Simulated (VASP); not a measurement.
# Te2Mo (P6_3/mmc) in VASP: a series of runs

The runs below take Te2Mo through single point, with PBE.

Program: VASP 6.6.1. These are calculated values, not measurements. Logs are shortened: lines on timing, memory, paths and dates and some standing lists are left out, and cuts for length are marked.

**1. The cell of the first run**

It takes space group P6_3/mmc (No. 194, hexagonal). Conventional cell: a = 3.542 Å, b = 3.542 Å, c = 13.751 Å, α = 90.00°, β = 90.00°, γ = 120.00°. Within 3.6 Å of Mo (site symmetry -6m2) lie 6 Te at 2.72 Å and 6 Mo at 3.54 Å. Te (site symmetry 3m) has 3 Mo at 2.72 Å and 7 Te at 3.54 to 3.57 Å within 3.6 Å.

**2. Single point, PBE (uniaxial z strain -3.0%)**

Input file INCAR:

```
PREC = Accurate
ENCUT = 520
EDIFF = 1E-6
ISMEAR = -1
SIGMA = 0.02
LREAL = F
LASPH = T
NELM = 80
ALGO = Normal
ISIF = 2
LWAVE = F
LCHARG = T
GGA = PE
LELF = T
LVHAR = T
NBANDS = 35
```

Input file KPOINTS:

```
Automatic mesh
0
Gamma
  12 12 2
```

Input file POSCAR:

```
Te2Mo
1.0
    3.5421311455      0.0000000000      0.0000000000
   -1.7710655727      3.0675755555      0.0000000000
    0.0000000000      0.0000000000     13.7513718072
Mo Te
2 4
Direct
    0.3333333333      0.6666666667      0.2500000000
    0.6666666667      0.3333333333      0.7500000000
    0.6666666667      0.3333333333      0.3799782795
    0.6666666667      0.3333333333      0.1200217205
    0.3333333333      0.6666666667      0.8799782795
    0.3333333333      0.6666666667      0.6200217205
```

Potentials or basis: VASP PAW PBE potentials, release 64 (Mo_sv, Te).

The run is started by

```sh
$ cat potpaw_PBE.64/Mo_sv/POTCAR potpaw_PBE.64/Te/POTCAR > POTCAR
$ mpirun -np 1 vasp_std > vasp.out
```

OUTCAR:

```text
PREC = Accurate
   ENCUT = 520
   EDIFF = 1E-6
   ISMEAR = -1
   LREAL = F
   LASPH = T
   NELM = 80
   ISIF = 2
   GGA = PE

 ion  position               nearest neighbor table
   1  0.333  0.667  0.250-   3 2.72   4 2.72   3 2.72   4 2.72   3 2.72   4 2.72
   2  0.667  0.333  0.750-   5 2.72   6 2.72   5 2.72   6 2.72   5 2.72   6 2.72
   3  0.667  0.333  0.380-   1 2.72   1 2.72   1 2.72   4 3.57
   4  0.667  0.333  0.120-   1 2.72   1 2.72   1 2.72   3 3.57
   5  0.333  0.667  0.880-   2 2.72   2 2.72   2 2.72   6 3.57
   6  0.333  0.667  0.620-   2 2.72   2 2.72   2 2.72   5 3.57

  LATTYP: Found a hexagonal cell.
 ALAT       =     3.5421311455
 C/A-ratio  =     3.8822311321

  Lattice vectors:

 A1 = (   3.5421311455,   0.0000000000,   0.0000000000)
 A2 = (  -1.7710655727,   3.0675755555,   0.0000000000)
 A3 = (   0.0000000000,   0.0000000000,  13.7513718072)

Analysis of symmetry for initial positions (statically):
=====================================================================
 Subroutine PRICEL returns:
 Original cell was already a primitive cell.

 Routine SETGRP: Setting up the symmetry group for a
 hexagonal supercell.

 Subroutine GETGRP returns: Found 24 space group operations
 (whereof 12 operations were pure point group operations)
 out of a pool of 24 trial point group operations.

The static configuration has the point symmetry D_3d.
 The point group associated with its full space group is D_6h.

Analysis of symmetry for dynamics (positions and initial velocities):
=====================================================================
 Subroutine PRICEL returns:
 Original cell was already a primitive cell.

 Routine SETGRP: Setting up the symmetry group for a
 hexagonal supercell.

 Subroutine GETGRP returns: Found 24 space group operations
 (whereof 12 operations were pure point group operations)
 out of a pool of 24 trial point group operations.

The dynamic configuration has the point symmetry D_3d.
 The point group associated with its full space group is D_6h.

 Subroutine INISYM returns: Found 24 space group operations
 (whereof 12 operations are pure point group operations),
 and found     1 'primitive' translations

----------------------------------------------------------------------------------------

                                     Primitive cell

  volume of cell :     149.4190

  direct lattice vectors                    reciprocal lattice vectors
     3.542131145  0.000000000  0.000000000     0.282315916  0.162995170  0.000000000
    -1.771065573  3.067575555  0.000000000     0.000000000  0.325990341  0.000000000
     0.000000000  0.000000000 13.751371807     0.000000000  0.000000000  0.072720018

  length of vectors
     3.542131145  3.542131145 13.751371807     0.325990341  0.325990341  0.072720018

  position of ions in fractional coordinates (direct lattice)
     0.333333333  0.666666667  0.250000000
     0.666666667  0.333333333  0.750000000
     0.666666667  0.333333333  0.379978280
     0.666666667  0.333333333  0.120021720
     0.333333333  0.666666667  0.879978280
     0.333333333  0.666666667  0.620021720

  ion indices of the primitive-cell ions
   primitive index   ion index
                 1           1
                 2           2
                 3           3
                 4           4
                 5           5
                 6           6

----------------------------------------------------------------------------------------

 KPOINTS: Automatic mesh

Automatic generation of k-mesh.
 Grid dimensions read from file:
 generate k-points for:   12   12    2

 Generating k-lattice:

  Cartesian coordinates                     Fractional coordinates (reciprocal lattice)
     0.023526326  0.013582931  0.000000000     0.083333333  0.000000000  0.000000000
     0.000000000  0.027165862  0.000000000     0.000000000  0.083333333  0.000000000
     0.000000000  0.000000000  0.036360009     0.000000000  0.000000000  0.500000000

  Length of vectors
     0.027165862  0.027165862  0.036360009

  Shift w.r.t. Gamma in fractional coordinates (k-lattice)
     0.000000000  0.000000000  0.000000000

 Subroutine IBZKPT returns following result:
 ===========================================

 Found     38 irreducible k-points:

 Following reciprocal coordinates:
            Coordinates               Weight
  0.000000  0.000000  0.000000      1.000000
  0.083333 -0.000000  0.000000      6.000000
  0.166667 -0.000000  0.000000      6.000000
  0.250000 -0.000000  0.000000      6.000000
  0.333333 -0.000000  0.000000      6.000000
  0.416667 -0.000000  0.000000      6.000000
[... 16 lines left out ...]
  0.250000 -0.000000  0.500000      6.000000
  0.333333 -0.000000  0.500000      6.000000
 [... further k-points ...]
   k-points           NKPTS =     38   k-points in BZ     NKDIM =     38   number of bands    NBANDS=     35
   number of dos      NEDOS =    301   number of ions     NIONS =      6
[... 52 lines left out ...]
   NGX = 13   NGY = 13   NGZ = 51

 number of electron      52.0000002 magnetization

 Free energy of the ion-electron system (eV)
  ---------------------------------------------------
  ext. energy  EPLUGINS =         0.00000000
  ---------------------------------------------------
  free energy    TOTEN  =       -35.96912532 eV

  energy without entropy =      -35.96912532  energy(sigma->0) =      -35.96912532

 E-fermi :   8.6096     XC(G=0): -10.4667

 val. band max:        8.3059685744   @ k =   0.0000   0.0000   0.0000
 cond. band min:       8.9567481724   @ k =   0.2500   0.1667   0.0000
 fundamental gap:      0.6507795980
 Fermi energy:         8.6095929247

 k-point     1 :       0.0000    0.0000    0.0000
  band No.  band energies     occupation
      1     -52.6455      2.00000
      2     -52.6455      2.00000
      3     -26.7984      2.00000
      4     -26.7984      2.00000
      5     -26.6996      2.00000
      6     -26.6996      2.00000
[... 27 lines left out ...]
     34      11.5270      0.00000
     35      13.8424      0.00000

 k-point     2 :       0.0833   -0.0000    0.0000
  band No.  band energies     occupation
      1     -52.6449      2.00000
      2     -52.6449      2.00000
      3     -26.7966      2.00000
      4     -26.7966      2.00000
      5     -26.7078      2.00000
      6     -26.7078      2.00000
[... 27 lines left out ...]
     34      11.3417      0.00000
     35      14.3248      0.00000

 k-point     3 :       0.1667   -0.0000    0.0000
  band No.  band energies     occupation
      1     -52.6432      2.00000
      2     -52.6432      2.00000
      3     -26.7916      2.00000
      4     -26.7916      2.00000
      5     -26.7303      2.00000
      6     -26.7303      2.00000
[... 27 lines left out ...]
     34      11.5375      0.00000
     35      14.6505      0.00000

 k-point     4 :       0.2500   -0.0000    0.0000
  band No.  band energies     occupation
      1     -52.6410      2.00000
      2     -52.6410      2.00000
      3     -26.7847      2.00000
      4     -26.7847      2.00000
      5     -26.7608      2.00000
      6     -26.7608      2.00000
[... 27 lines left out ...]
     34      11.7863      0.00000
     35      14.3598      0.00000

 k-point     5 :       0.3333   -0.0000    0.0000
  band No.  band energies     occupation
      1     -52.6387      2.00000
      2     -52.6387      2.00000
      3     -26.7911      2.00000
      4     -26.7911      2.00000
      5     -26.7779      2.00000
      6     -26.7779      2.00000
[... 638 lines left out ...]
 k-point    22 :       0.1667   -0.0000    0.5000
  band No.  band energies     occupation
      1     -52.6432      2.00000
      2     -52.6432      2.00000
      3     -26.7916      2.00000
      4     -26.7916      2.00000
      5     -26.7303      2.00000
      6     -26.7303      2.00000
[... 27 lines left out ...]
     34      11.4034      0.00000
     35      14.9899      0.00000

 k-point    23 :       0.2500   -0.0000    0.5000
  band No.  band energies     occupation
      1     -52.6410      2.00000
      2     -52.6410      2.00000
      3     -26.7847      2.00000
      4     -26.7847      2.00000
      5     -26.7608      2.00000
      6     -26.7608      2.00000
[... 27 lines left out ...]
     34      11.5600      0.00000
     35      14.2434      0.00000

 k-point    24 :       0.3333   -0.0000    0.5000
  band No.  band energies     occupation
      1     -52.6387      2.00000
      2     -52.6387      2.00000
      3     -26.7911      2.00000
      4     -26.7911      2.00000
      5     -26.7779      2.00000
      6     -26.7779      2.00000
[... 27 lines left out ...]
     34      11.6563      0.00000
     35      13.3247      0.00000

 [... further k-points ...]

------------------------ aborting loop because EDIFF is reached ----------------------------------------

  FORCE on cell =-STRESS in cart. coord.  units (eV):
  Direction    XX          YY          ZZ          XY          YZ          ZX
  --------------------------------------------------------------------------------------
  -------------------------------------------------------------------------------------
  Total        1.8366238      1.8366238      4.1467466      0.0000000      0.0000000     -0.0000000
  in kB       19.6935881     19.6935881     44.4643711      0.0000000      0.0000000     -0.0000000
  external PRESSURE =      27.9505157 kB  Pullay stress =       0.0000000 kB

 VOLUME and BASIS-vectors are now :
 -----------------------------------------------------------------------------
  energy-cutoff  :      520.00
  volume of cell :      149.42
      direct lattice vectors                 reciprocal lattice vectors
     3.542131145  0.000000000  0.000000000     0.282315916  0.162995170  0.000000000
    -1.771065573  3.067575555  0.000000000     0.000000000  0.325990341  0.000000000
     0.000000000  0.000000000 13.751371807     0.000000000  0.000000000  0.072720018

 POSITION                                       TOTAL-FORCE (eV/Angst)
 -----------------------------------------------------------------------------------
     -0.00000      2.04505      3.43784        -0.000000      0.000000      0.000000
      1.77107      1.02253     10.31353        -0.000000     -0.000000      0.000000
      1.77107      1.02253      5.22522         0.000000      0.000000      0.241961
      1.77107      1.02253      1.65046         0.000000      0.000000     -0.241961
     -0.00000      2.04505     12.10091         0.000000     -0.000000      0.241961
     -0.00000      2.04505      8.52615         0.000000     -0.000000     -0.241961
 -----------------------------------------------------------------------------------
    total drift:                               -0.000000      0.000000     -0.000000

  FREE ENERGIE OF THE ION-ELECTRON SYSTEM (eV)
  ---------------------------------------------------
  free  energy   TOTEN  =       -35.9691253244 eV

  energy  without entropy=      -35.9691253226  energy(sigma->0) =      -35.96912532
```

Run time: 4.1 min. Hardware: 1 thread of Intel Xeon 6975P-C, shared host; peak memory 0.38 GiB.

What came out:

| Item | Value |
| --- | --- |
| Free energy | -35.9691 eV |
| Pressure | 2.8 GPa |
| Largest force | 0.242 eV/Å |
| Band gap on the k mesh | 0.65 eV, indirect (least direct gap 0.97 eV) |

Forces in eV/Å, atoms in the order of the input:
```
Mo   0.000  0.000  0.000
Mo   0.000  0.000  0.000
Te   0.000  0.000  0.242
Te   0.000  0.000 -0.242
Te   0.000  0.000  0.242
Te   0.000  0.000 -0.242
```

Caveat: the cell differs from its parent crystal (uniaxial z strain -3.0%); spin-orbit coupling is left out, which moves the levels of the heavy elements; this functional lacks dispersion, which binds the layers, so the pressure and a relaxed spacing across them are unreliable. A k mesh can miss the band edges.

**3. Single point, PBE (uniaxial z strain -2.0%)**

Input file INCAR:

```
SYSTEM = Te2Mo
ALGO = Normal ; EDIFF = 1E-6
ENCUT = 520 ; GGA = PE
ISIF = 2 ; ISMEAR = -1
LASPH = .True. ; LCHARG = .False.
LREAL = .False. ; LWAVE = .False.
NBANDS = 35 ; NELM = 80
PREC = Accurate ; SIGMA = 0.02
```

Input file KPOINTS:

```
k-points
0
Gamma
  12 12 2
  0 0 0
```

Input file POSCAR:

```
Te2Mo
1.0
    3.5421311455      0.0000000000      0.0000000000
   -1.7710655727      3.0675755555      0.0000000000
    0.0000000000      0.0000000000     13.8931385269
Mo Te
2 4
Direct
    0.3333333333      0.6666666667      0.2500000000
    0.6666666667      0.3333333333      0.7500000000
    0.6666666667      0.3333333333      0.3788698369
    0.6666666667      0.3333333333      0.1211301631
    0.3333333333      0.6666666667      0.8788698369
    0.3333333333      0.6666666667      0.6211301631
```

Potentials or basis: VASP PAW PBE potentials, release 64 (Mo_sv, Te).

The run is started by

```sh
$ cat potpaw_PBE.64/Mo_sv/POTCAR potpaw_PBE.64/Te/POTCAR > POTCAR
$ mpirun -np 1 vasp_std > vasp.out
```

Run time: 3.7 min. Hardware: 1 thread of Intel Xeon 6975P-C, shared host; peak memory 0.38 GiB.

The run converged. Its results:

* Free energy: -35.9944 eV
* Pressure: 2.4 GPa
* Largest force: 0.228 eV/Å
* Band gap on the k mesh: 0.71 eV, indirect (least direct gap 0.98 eV)

Forces in eV/Å, atoms in the order of the input:
```
Mo   0.000  0.000  0.000
Mo   0.000  0.000  0.000
Te   0.000  0.000  0.228
Te   0.000  0.000 -0.228
Te   0.000  0.000  0.228
Te   0.000  0.000 -0.228
```

Stress tensor (GPa, compression positive):
```
1.74 0.00 0.00
0.00 1.74 0.00
0.00 0.00 3.74
```

Levels at points of the mesh, in eV from the valence-band top:
```csv
k point,band 22,band 23,band 24,band 25,band 26,band 27,band 28,band 29,band 30,band 31
"(0.00, 0.00, 0.00)",-1.14,-1.14,-1.05,-0.27,0.00,2.76,2.76,2.89,2.89,2.99
"(0.50, 0.00, 0.00)",-1.80,-1.08,-1.00,-0.75,-0.46,1.12,1.19,1.36,1.66,2.53
"(0.00, 0.00, 0.50)",-1.16,-1.16,-1.16,-0.07,-0.07,2.80,2.80,2.80,2.80,3.15
"(0.50, 0.00, 0.50)",-1.93,-1.02,-1.02,-0.61,-0.61,1.15,1.15,1.53,1.53,2.97
```

Caveat: the cell differs from its parent crystal (uniaxial z strain -2.0%); spin-orbit coupling is left out, which moves the levels of the heavy elements; this functional lacks dispersion, which binds the layers, so the pressure and a relaxed spacing across them are unreliable.

**4. Single point, PBE (uniaxial z strain -1.0%)**

Input file INCAR:

```
SYSTEM = Te2Mo
PREC     = Accurate       ! precision mode
ENCUT    = 520            ! plane-wave cutoff, eV
EDIFF    = 1E-7           ! SCF threshold, eV
ISMEAR   = -1             ! smearing method
SIGMA    = 0.02           ! smearing width, eV
LREAL    = .FALSE.        ! projectors in reciprocal space
LASPH    = .TRUE.         ! aspherical terms in the spheres
NELM     = 100            ! most SCF steps
ALGO     = Normal         ! electronic algorithm
ISIF     = 2              ! what is computed and relaxed
LWAVE    = .FALSE.        ! write WAVECAR
LCHARG   = .FALSE.        ! write CHGCAR
GGA      = PE             ! functional
NBANDS   = 35             ! bands
```

Input file KPOINTS:

```
Automatic mesh
0
G
  12 12 2
  0 0 0
```

Input file POSCAR:

```
Te2Mo
1.0
    3.5421311455      0.0000000000      0.0000000000
   -1.7710655727      3.0675755555      0.0000000000
    0.0000000000      0.0000000000     14.0349052466
Mo Te
2 4
Direct
    0.3333333333      0.6666666667      0.2500000000
    0.6666666667      0.3333333333      0.7500000000
    0.6666666667      0.3333333333      0.3777024940
    0.6666666667      0.3333333333      0.1222975060
    0.3333333333      0.6666666667      0.8777024940
    0.3333333333      0.6666666667      0.6222975060
```

The run is started by

```sh
$ cat potpaw_PBE.64/Mo_sv/POTCAR potpaw_PBE.64/Te/POTCAR > POTCAR
$ mpirun -np 1 vasp_std > vasp.out
```

Wall time 4 min (1 thread of Intel Xeon 6975P-C, shared host); peak memory 0.38 GiB.

The run converged. Its results:

* Free energy: -36.0138 eV
* Pressure: 2.2 GPa
* Largest force: 0.225 eV/Å
* Band gap on the k mesh: 0.76 eV, indirect (least direct gap 0.99 eV)

Forces on the atoms (eV/Å):
```
Mo   0.000  0.000  0.000
Mo   0.000  0.000  0.000
Te   0.000  0.000  0.225
Te   0.000  0.000 -0.225
Te   0.000  0.000  0.225
Te   0.000  0.000 -0.225
```

Stress tensor (GPa, compression positive):
```
1.63 0.00 0.00
0.00 1.63 0.00
0.00 0.00 3.29
```

Levels at points of the mesh, in eV from the valence-band top:
```csv
k point,band 24,band 25,band 26,band 27,band 28,band 29
"(0.00, 0.00, 0.00)",-1.00,-0.34,0.00,2.81,2.81,2.93
"(0.50, 0.00, 0.00)",-0.96,-0.68,-0.42,1.17,1.23,1.41
"(0.00, 0.00, 0.50)",-1.11,-0.08,-0.08,2.85,2.85,2.85
"(0.50, 0.00, 0.50)",-0.97,-0.55,-0.55,1.20,1.20,1.57
```

Caveat: the cell differs from its parent crystal (uniaxial z strain -1.0%); spin-orbit coupling is left out, which moves the levels of the heavy elements; this functional lacks dispersion, which binds the layers, so the pressure and a relaxed spacing across them are unreliable.

**5. Summary**

```tsv
cell	gap on the mesh (eV)	pressure (GPa)	largest force (eV/Å)
a = 3.542, b = 3.542, c = 13.751 Å, angles 90.0, 90.0, 120.0°, 6 atoms	0.65	2.8	0.24
a = 3.542, b = 3.542, c = 13.893 Å, angles 90.0, 90.0, 120.0°, 6 atoms	0.71	2.4	0.23
a = 3.542, b = 3.542, c = 14.035 Å, angles 90.0, 90.0, 120.0°, 6 atoms	0.76	2.2	0.23
```

Alike in all rows: task single point; level PBE; potentials or basis VASP PAW PBE potentials, release 64 (Mo_sv, Te); no spin polarisation; k mesh 12 × 12 × 2; cutoff (eV) 520; smearing fermi-dirac 0.02 eV.

Caveats: spin-orbit coupling is left out, which moves the levels of the heavy elements; this functional lacks dispersion, which binds the layers, so the pressure and a relaxed spacing across them are unreliable.

Total energies depend on the potentials used, so only differences within one code and one set of settings carry meaning.
